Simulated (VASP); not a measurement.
# Pb (Fm-3m) in VASP: settings compared

The runs below take Pb through single point, with r2SCAN0, PBE0.

All numbers are computed with VASP 6.6.1; they aren't measurements. Logs are shortened: lines on timing, memory, paths and dates and some standing lists are left out, and cuts for length are marked.

## (1) The cell of the first run

The structure is cubic, space group Fm-3m (No. 225). Conventional cell: a = 4.950 Å, b = 4.950 Å, c = 4.950 Å, α = 90.00°, β = 90.00°, γ = 90.00°. Within 4.6 Å of Pb (site symmetry m-3m) lie 12 Pb at 3.50 Å.

## (2) Single point, r2SCAN0

POSCAR reads:

```
Pb
1.0
    0.0000000000      2.4750200000      2.4750200000
    2.4750200000      0.0000000000      2.4750200000
    2.4750200000      2.4750200000      0.0000000000
Pb
1
Direct
    0.0000000000      0.0000000000      0.0000000000
```

INCAR.step1 reads:

```
ALGO = Normal
EDIFF = 1E-5
ENCUT = 520
GGA = PE
ISIF = 2
ISMEAR = -1
LASPH = True
LCHARG = False
LREAL = False
LWAVE = True
NBANDS = 13
NELM = 80
PREC = Accurate
SIGMA = 0.05
```

INCAR.step2 reads:

```
AEXX = 0.25
ALGO = Normal
EDIFF = 1E-6
ENCUT = 520
ISIF = 2
ISMEAR = -1
ISTART = 1
LASPH = True
LCHARG = False
LHFCALC = True
LMIXTAU = True
LREAL = False
LWAVE = False
METAGGA = R2SCAN
NBANDS = 13
NELM = 80
PREC = Accurate
PRECFOCK = Normal
SIGMA = 0.05
```

KPOINTS reads:

```
k-points
0
Gamma
  5 5 5
```

Potentials or basis: VASP PAW PBE potentials, release 64 (Pb_d).

Launch:

```sh
$ cat potpaw_PBE.64/Pb_d/POTCAR > POTCAR
$ cp INCAR.step1 INCAR
$ mpirun -np 1 vasp_std > vasp.out
$ cp INCAR.step2 INCAR
$ mpirun -np 1 vasp_std > vasp.out
```

OUTCAR:

```text
AEXX = 0.25
   EDIFF = 1E-6
   ENCUT = 520
   ISIF = 2
   ISMEAR = -1
   ISTART = 1
   LASPH = True
   LHFCALC = True
   LREAL = False
   METAGGA = R2SCAN
   NELM = 80
   PREC = Accurate
   PRECFOCK = Normal

 ion  position               nearest neighbor table
   1  0.000  0.000  0.000-

  LATTYP: Found a face centered cubic cell.
 ALAT       =     4.9500400000

  Lattice vectors:

 A1 = (   0.0000000000,   2.4750200000,   2.4750200000)
 A2 = (   2.4750200000,   0.0000000000,   2.4750200000)
 A3 = (   2.4750200000,   2.4750200000,   0.0000000000)

Analysis of symmetry for initial positions (statically):
=====================================================================
 Subroutine PRICEL returns:
 Original cell was already a primitive cell.

 Routine SETGRP: Setting up the symmetry group for a
 face centered cubic supercell.

 Subroutine GETGRP returns: Found 48 space group operations
 (whereof 48 operations were pure point group operations)
 out of a pool of 48 trial point group operations.

The static configuration has the point symmetry O_h .

Analysis of symmetry for dynamics (positions and initial velocities):
=====================================================================
 Subroutine PRICEL returns:
 Original cell was already a primitive cell.

 Routine SETGRP: Setting up the symmetry group for a
 face centered cubic supercell.

 Subroutine GETGRP returns: Found 48 space group operations
 (whereof 48 operations were pure point group operations)
 out of a pool of 48 trial point group operations.

The dynamic configuration has the point symmetry O_h .

 Subroutine INISYM returns: Found 48 space group operations
 (whereof 48 operations are pure point group operations),
 and found     1 'primitive' translations

----------------------------------------------------------------------------------------

                                     Primitive cell

  volume of cell :      30.3226

  direct lattice vectors                    reciprocal lattice vectors
     0.000000000  2.475020000  2.475020000    -0.202018570  0.202018570  0.202018570
     2.475020000  0.000000000  2.475020000     0.202018570 -0.202018570  0.202018570
     2.475020000  2.475020000  0.000000000     0.202018570  0.202018570 -0.202018570

  length of vectors
     3.500206851  3.500206851  3.500206851     0.349906427  0.349906427  0.349906427

  position of ions in fractional coordinates (direct lattice)
     0.000000000  0.000000000  0.000000000

  ion indices of the primitive-cell ions
   primitive index   ion index
                 1           1

----------------------------------------------------------------------------------------

 KPOINTS: k-points

Automatic generation of k-mesh.
 Grid dimensions read from file:
 generate k-points for:    5    5    5

 Generating k-lattice:

  Cartesian coordinates                     Fractional coordinates (reciprocal lattice)
    -0.040403714  0.040403714  0.040403714     0.200000000  0.000000000  0.000000000
     0.040403714 -0.040403714  0.040403714     0.000000000  0.200000000  0.000000000
     0.040403714  0.040403714 -0.040403714     0.000000000  0.000000000  0.200000000

  Length of vectors
     0.069981285  0.069981285  0.069981285

  Shift w.r.t. Gamma in fractional coordinates (k-lattice)
     0.000000000  0.000000000  0.000000000

 Subroutine IBZKPT returns following result:
 ===========================================

 Found     10 irreducible k-points:

 Following reciprocal coordinates:
            Coordinates               Weight
  0.000000  0.000000  0.000000      1.000000
  0.200000  0.000000  0.000000      8.000000
  0.400000  0.000000  0.000000      8.000000
  0.200000  0.200000  0.000000      6.000000
  0.400000  0.200000  0.000000     24.000000
 -0.400000  0.200000  0.000000     24.000000
 -0.200000  0.200000  0.000000     12.000000
  0.400000  0.400000  0.000000      6.000000
 -0.400000  0.400000  0.000000     12.000000
 -0.400000  0.400000  0.200000     24.000000
   k-points           NKPTS =     10   k-points in BZ     NKDIM =    125   number of bands    NBANDS=     13
   number of dos      NEDOS =    301   number of ions     NIONS =      1
   total plane-waves  NPLWV =  21952
   dimension x,y,z NGX =    28 NGY =   28 NGZ =   28
   dimension x,y,z NGXF=    56 NGYF=   56 NGZF=   56
   ions per type =               1
   NGX,Y,Z   is equivalent  to a cutoff of  13.30, 13.30, 13.30 a.u.
   NGXF,Y,Z  is equivalent  to a cutoff of  26.60, 26.60, 26.60 a.u.
 SYSTEM =  unknown system
   PREC   = accura    normal or accurate (medium, high low for compatibility)
   ISTART =      1    job   : 0-new  1-cont  2-samecut
   ICHARG =      0    charge: 1-file 2-atom 10-const
   ISPIN  =      1    spin polarized calculation?
   LNONCOLLINEAR =      F non collinear calculations
   LSORBIT =      F    spin-orbit coupling
   LASPH  =      T    aspherical Exc in radial PAW
   ENCUT  =  520.0 eV  38.22 Ry    6.18 a.u.   6.51  6.51  6.51*2*pi/ulx,y,z
   NELM   =     80;   NELMIN=  2; NELMDL=  0     # of ELM steps
   EDIFF  = 0.1E-05   stopping-criterion for ELM
   LREAL  =      F    real-space projection
   EDIFFG = 0.1E-04   stopping-criterion for IOM
   NSW    =      0    number of steps for IOM
   IBRION =     -1    ionic relax: 0-MD 1-quasi-New 2-CG
   NFREE  =      0    steps in history (QN), initial steepest desc. (CG)
   ISIF   =      2    stress and relaxation
   ISYM   =      3    0-nonsym 1-usesym 2-fastsym
   POTIM  = 0.5000    time-step for ionic-motion
   TEBEG  =    0.0;   TEEND  =   0.0 temperature during run
   PSTRESS=    0.0 pullay stress
   NELECT =      14.0000    total number of electrons
   NUPDOWN=      -1.0000    fix difference up-down
   EMIN   =  10.00;   EMAX   =-10.00  energy-range for DOS
   EFERMI =   0.00;   METHOD = LEGACY
   ISMEAR =    -1;   SIGMA  =   0.05  broadening in eV -4-tet -1-fermi 0-gaus
   EFERMI_NEDOS =   21; number of points for ismear=-14 and -15
   IALGO  =     38    algorithm
   IMIX   =      1    mixing-type and parameters
     AMIX     =   0.40;   BMIX     =  1.00
     AMIX_MAG =   1.60;   BMIX_MAG =  1.00
  volume/ion in A,a.u.               =      30.32       204.63
  Fermi-wavevector in a.u.,A,eV,Ry     =   1.265306  2.391081 21.782907  1.600999
  Thomas-Fermi vector in A             =   2.398566
   LORBIT       =      0    0 simple, 1 ext, 2 COOP (PROOUT), +10 PAW based schemes
   METAGGA = R2SCAN    functional components
   LHFCALC =     T    Hartree Fock is set to
   PRECFOCK=normal    Normal, Fast or Accurate (Low or Medium for compatibility)
   ENCUT4O =  -1.0   cutoff for four orbital integrals eV
   NKREDX  =     1    reduce k-point grid by
   NKREDY  =     1    reduce k-point grid by
   NKREDZ  =     1    reduce k-point grid by
   AEXX    =    0.2500 exact exchange contribution
   HFSCREEN=    0.0000 screening length (either q_TF or 0.3 A-1)
   HFSCREENC=   0.0000 screening length for correlation (either q_TF or 0.3 A-1)
   ENCUTFOCK=  -1.0 apply spherical cutoff to Coloumb kernel
   IVDW    =     0    specifies the selected vdW correction
   LEPSILON=     F    determine dielectric tensor
   LRPA    =     F    only Hartree local field effects (RPA)
 non-spin polarized calculation
  energy-cutoff  :      520.00
  volume of cell :       30.32
 maximum number of plane-waves:       869
 NGX is ok and might be reduce to    28
  NGX = 20; NGY = 20; NGZ = 20

 number of electron      13.9999999 magnetization

 Free energy of the ion-electron system (eV)
  ---------------------------------------------------
  ext. energy  EPLUGINS =         0.00000000
  ---------------------------------------------------
  free energy    TOTEN  =       -44.43450652 eV

  energy without entropy =      -44.42180125  energy(sigma->0) =      -44.42815389

 E-fermi :   6.6856     XC(G=0):  -8.5615

 val. band max:        6.6600977065   @ k =  -0.4000   0.4000   0.2000
 cond. band min:       7.8133391042   @ k =  -0.2000   0.2000   0.0000
 fundamental gap:      1.1532413977
 Fermi energy:         6.6856423184

 k-point     1 :       0.0000    0.0000    0.0000
  band No.  band energies     occupation
      1     -12.7074      2.00000
      2     -12.7074      2.00000
      3     -12.7074      2.00000
      4     -12.5521      2.00000
      5     -12.5521      2.00000
      6      -6.7806      2.00000
      7      15.9730      0.00000
      8      15.9730      0.00000
      9      15.9730      0.00000
     10      18.5080      0.00000
     11      20.3998      0.00000
     12      21.2385      0.00000
     13      21.2385      0.00000

 k-point     2 :       0.2000    0.0000    0.0000
  band No.  band energies     occupation
      1     -12.7143      2.00000
      2     -12.6693      2.00000
      3     -12.6693      2.00000
      4     -12.5368      2.00000
      5     -12.5368      2.00000
      6      -5.8879      2.00000
      7      10.1654      0.00000
      8      15.1106      0.00000
      9      15.1106      0.00000
     10      17.7383      0.00000
     11      21.1103      0.00000
     12      21.7019      0.00000
     13      21.7019      0.00000

 k-point     3 :       0.4000    0.0000    0.0000
  band No.  band energies     occupation
      1     -12.7407      2.00000
      2     -12.6886      2.00000
      3     -12.6886      2.00000
      4     -12.4284      2.00000
      5     -12.4284      2.00000
      6      -3.3843      2.00000
      7       3.2546      2.00000
      8      14.0758      0.00000
      9      14.0758      0.00000
     10      17.6813      0.00000
     11      18.7410      0.00000
     12      20.0853      0.00000
     13      20.0853      0.00000
[... 81 lines left out ...]
 k-point     9 :      -0.4000    0.4000    0.0000
  band No.  band energies     occupation
      1     -12.8261      2.00000
      2     -12.7215      2.00000
      3     -12.4609      2.00000
      4     -12.4454      2.00000
      5     -12.3975      2.00000
      6      -0.7397      2.00000
      7       3.6623      2.00000
      8       6.1669      1.99994
      9      10.5611      0.00000
     10      14.5857      0.00000
     11      18.6361      0.00000
     12      26.0398      0.00000
     13      27.0140      0.00000

 k-point    10 :      -0.4000    0.4000    0.2000
  band No.  band energies     occupation
      1     -12.7161      2.00000
      2     -12.7014      2.00000
      3     -12.5803      2.00000
      4     -12.4758      2.00000
      5     -12.4050      2.00000
      6      -1.4901      2.00000
      7       4.7214      2.00000
      8       6.6601      1.25003
      9       9.3306      0.00000
     10      18.4993      0.00000
     11      19.5530      0.00000
     12      21.1399      0.00000
     13      25.2677      0.00000

------------------------ aborting loop because EDIFF is reached ----------------------------------------

  FORCE on cell =-STRESS in cart. coord.  units (eV):
  Direction    XX          YY          ZZ          XY          YZ          ZX
  --------------------------------------------------------------------------------------
  -------------------------------------------------------------------------------------
  Total       -0.0512782     -0.0512782     -0.0512782     -0.0000000      0.0000000      0.0000000
  in kB       -2.7094271     -2.7094271     -2.7094271     -0.0000000      0.0000000      0.0000000
  external PRESSURE =      -2.7094271 kB  Pullay stress =       0.0000000 kB

 VOLUME and BASIS-vectors are now :
 -----------------------------------------------------------------------------
  energy-cutoff  :      520.00
  volume of cell :       30.32
      direct lattice vectors                 reciprocal lattice vectors
     0.000000000  2.475020000  2.475020000    -0.202018570  0.202018570  0.202018570
     2.475020000  0.000000000  2.475020000     0.202018570 -0.202018570  0.202018570
     2.475020000  2.475020000  0.000000000     0.202018570  0.202018570 -0.202018570

 POSITION                                       TOTAL-FORCE (eV/Angst)
 -----------------------------------------------------------------------------------
      0.00000      0.00000      0.00000         0.000000      0.000000      0.000000
 -----------------------------------------------------------------------------------
    total drift:                               -0.000000     -0.000000      0.000000

  FREE ENERGIE OF THE ION-ELECTRON SYSTEM (eV)
  ---------------------------------------------------
  free  energy   TOTEN  =       -44.4345065220 eV

  energy  without entropy=      -44.4218012512  energy(sigma->0) =      -44.42815389
```

Run time: 6.5 min. Hardware: 1 thread of AMD EPYC 7R13 (Zen 3), shared host; peak memory 0.14 GiB.

What came out:

- Free energy: -44.4345 eV
- Pressure: -0.3 GPa
- Band gap on the k mesh: zero (bands 7 and 8 overlap by 9.81 eV)

Caveat: the k points lie up to 0.44 Å⁻¹ apart, too coarse for converged energies and pressures of a metal; the PAW data sets were made with another functional, which shifts forces and pressure a little; spin-orbit coupling is left out, which moves the levels of the heavy elements.

## (3) Single point, r2SCAN0

This run uses another cell than the first one, of 30.93 Å³/atom.

POSCAR reads:

```
Pb
1.0
    0.0000000000      2.4914113386      2.4914113386
    2.4914113386      0.0000000000      2.4914113386
    2.4914113386      2.4914113386      0.0000000000
Pb
1
Direct
    0.0000000000      0.0000000000      0.0000000000
```

INCAR.step1 reads:

```
SYSTEM = Pb
  PREC = Accurate
  ENCUT = 520
  EDIFF = 1E-5
  ISMEAR = -1
  SIGMA = 0.05
  LREAL = .FALSE.
  LASPH = .TRUE.
  NELM = 100
  ALGO = Normal
  ISIF = 2
  LWAVE = .TRUE.
  GGA = PE
  NBANDS = 13
```

INCAR.step2 reads:

```
SYSTEM = Pb
  PREC = Accurate
  ENCUT = 520
  EDIFF = 1E-6
  ISMEAR = -1
  SIGMA = 0.05
  LREAL = .FALSE.
  LASPH = .TRUE.
  NELM = 100
  ALGO = Normal
  ISIF = 2
  LWAVE = .FALSE.
  LCHARG = .TRUE.
  METAGGA = R2SCAN
  LHFCALC = .TRUE.
  AEXX = 0.25
  LMIXTAU = .TRUE.
  PRECFOCK = Normal
  LELF = .TRUE.
  LVHAR = .TRUE.
  ISTART = 1
  NBANDS = 13
```

KPOINTS reads:

```
Automatic mesh
0
G
  5 5 5
  0 0 0
```

Potentials or basis: VASP PAW PBE potentials, release 64 (Pb_d).

Launch:

```sh
$ cat potpaw_PBE.64/Pb_d/POTCAR > POTCAR
$ cp INCAR.step1 INCAR
$ mpirun -np 1 vasp_std > vasp.out
$ cp INCAR.step2 INCAR
$ mpirun -np 1 vasp_std > vasp.out
```

OUTCAR:

```text
SYSTEM = Pb
   PREC = Accurate
   ENCUT = 520
   EDIFF = 1E-6
   ISMEAR = -1
   LREAL = .FALSE.
   LASPH = .TRUE.
   NELM = 100
   ISIF = 2
   METAGGA = R2SCAN
   LHFCALC = .TRUE.
   AEXX = 0.25
   PRECFOCK = Normal
   ISTART = 1

 ion  position               nearest neighbor table
   1  0.000  0.000  0.000-

  LATTYP: Found a face centered cubic cell.
 ALAT       =     4.9828226772

[... 332 lines left out ...]
      9       9.0978      0.00000
     10      18.1420      0.00000
     11      19.2199      0.00000
     12      20.7645      0.00000
     13      24.8660      0.00000

------------------------ aborting loop because EDIFF is reached ----------------------------------------

  FORCE on cell =-STRESS in cart. coord.  units (eV):
  Direction    XX          YY          ZZ          XY          YZ          ZX
  --------------------------------------------------------------------------------------
  -------------------------------------------------------------------------------------
  Total       -0.2349306     -0.2349306     -0.2349306      0.0000000      0.0000000      0.0000000
  in kB      -12.1698122    -12.1698122    -12.1698122      0.0000000      0.0000000      0.0000000
  external PRESSURE =     -12.1698122 kB  Pullay stress =       0.0000000 kB

 VOLUME and BASIS-vectors are now :
 -----------------------------------------------------------------------------
  energy-cutoff  :      520.00
  volume of cell :       30.93
      direct lattice vectors                 reciprocal lattice vectors
     0.000000000  2.491411339  2.491411339    -0.200689462  0.200689462  0.200689462
     2.491411339  0.000000000  2.491411339     0.200689462 -0.200689462  0.200689462
     2.491411339  2.491411339  0.000000000     0.200689462  0.200689462 -0.200689462

 POSITION                                       TOTAL-FORCE (eV/Angst)
 -----------------------------------------------------------------------------------
      0.00000      0.00000      0.00000         0.000000      0.000000      0.000000
 -----------------------------------------------------------------------------------
    total drift:                               -0.000000     -0.000000      0.000000

  FREE ENERGIE OF THE ION-ELECTRON SYSTEM (eV)
  ---------------------------------------------------
  free  energy   TOTEN  =       -44.4321336207 eV

  energy  without entropy=      -44.4194276512  energy(sigma->0) =      -44.42578064
```

OSZICAR.step1:

```text
N       E                     dE             d eps       ncg     rms          rms(c)
DAV:   1     0.108412386751E+03    0.10841E+03   -0.71194E+03   265   0.126E+03
DAV:   2     0.207895724476E+01   -0.10633E+03   -0.10327E+03   280   0.317E+02
DAV:   3    -0.340006851833E+01   -0.54790E+01   -0.54592E+01   323   0.746E+01
DAV:   4    -0.353298327293E+01   -0.13291E+00   -0.13288E+00   335   0.127E+01
DAV:   5    -0.354059684551E+01   -0.76136E-02   -0.76134E-02   358   0.276E+00    0.523E-01
DAV:   6    -0.353111359872E+01    0.94832E-02   -0.13578E-02   338   0.204E+00    0.267E-01
DAV:   7    -0.352895717672E+01    0.21564E-02   -0.61126E-03   325   0.127E+00    0.950E-02
DAV:   8    -0.352892440257E+01    0.32774E-04   -0.46100E-04   364   0.337E-01    0.102E-02
DAV:   9    -0.352892275832E+01    0.16442E-05   -0.93077E-06   215   0.578E-02
   1 F= -.35289228E+01 E0= -.35224820E+01  d E =-.128814E-01
```

It took 8.4 min on 1 thread of AMD EPYC 7R13 (Zen 3), shared host; peak memory 0.14 GiB.

Results:

- Free energy: -44.4321 eV
- Pressure: -1.2 GPa
- Band gap on the k mesh: zero (bands 7 and 8 overlap by 9.60 eV)

Caveat: the k points lie up to 0.44 Å⁻¹ apart, too coarse for converged energies and pressures of a metal; the PAW data sets were made with another functional, which shifts forces and pressure a little; spin-orbit coupling is left out, which moves the levels of the heavy elements.

(Continued in part 2 of 2.)

The gap in the log of VASP goes by the Fermi energy; the results here count the filled bands.